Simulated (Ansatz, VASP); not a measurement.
# One calculation of MgO, two programs

```
CELL_PARAMETERS angstrom
0.00000 2.19800 2.19800
2.19800 0.00000 2.19800
2.19800 2.19800 0.00000
ATOMIC_POSITIONS crystal
Mg 0.00000 0.00000 0.00000
O 0.50000 0.50000 0.50000
```

Alike in both runs: task single point; functional PBE; k mesh 7 × 7 × 7; no spin polarisation.

```csv
,VASP,Ansatz
version,VASP 6.6.1,Ansatz 0.2.0
potentials or method,"VASP PAW PBE potentials, release 64 (Mg, O), cutoff 600 eV","PAW, plane waves, scalar-relativistic"
occupations,"gaussian, width 0.01 eV",fixed
valence electrons in the cell,8,16
```

Ansatz gave:

```
pressure (GPa) : -12.0
```

Question: What did VASP give for the same quantities?

Answer: Pressure (GPa): -13.0.

VASP's potentials hold 8 valence electrons a cell and Ansatz's 16, so a difference there can come from the potentials and not from the codes.
